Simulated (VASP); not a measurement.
A run of VASP 6.6.1:

INCAR

```
ALGO = Normal ; EDIFF = 1E-6
ENCUT = 520 ; GGA = PE
ISIF = 2 ; ISMEAR = 0
LASPH = True ; LCHARG = False
LREAL = False ; LWAVE = False
NBANDS = 35 ; NELM = 80
PREC = Accurate ; SIGMA = 0.05
```

KPOINTS

```
k-points
0
Gamma
  12 12 2
```

POSCAR

```
MoS2
1.0
    3.2333659917      0.0000000000      0.0000000000
   -1.6166829958      2.7174132337      0.0000000000
    0.0000000000      0.0000000000     14.5104515858
Mo S
2 4
Direct
    0.3333333333      0.6666666667      0.2500000000
    0.6666666667      0.3333333333      0.7500000000
    0.3333333333      0.6666666667      0.6423151295
    0.6666666667      0.3333333333      0.1423151295
    0.3333333333      0.6666666667      0.8576848705
    0.6666666667      0.3333333333      0.3576848705
```

Potentials or basis: VASP PAW PBE potentials, release 64 (Mo_sv, S).

Launch:

```console
$ cat potpaw_PBE.64/Mo_sv/POTCAR potpaw_PBE.64/S/POTCAR > POTCAR
$ mpirun -np 1 vasp_std > vasp.out
```

Hardware: 1 thread of Intel Xeon 8259CL, with other jobs on the host.

Question: Estimate the wall time of this run.

Answer: Wall time 9.5 min on 1 thread of Intel Xeon 8259CL (shared host), peak memory 0.44 GiB. Counts: scf iterations 16, k points 86.
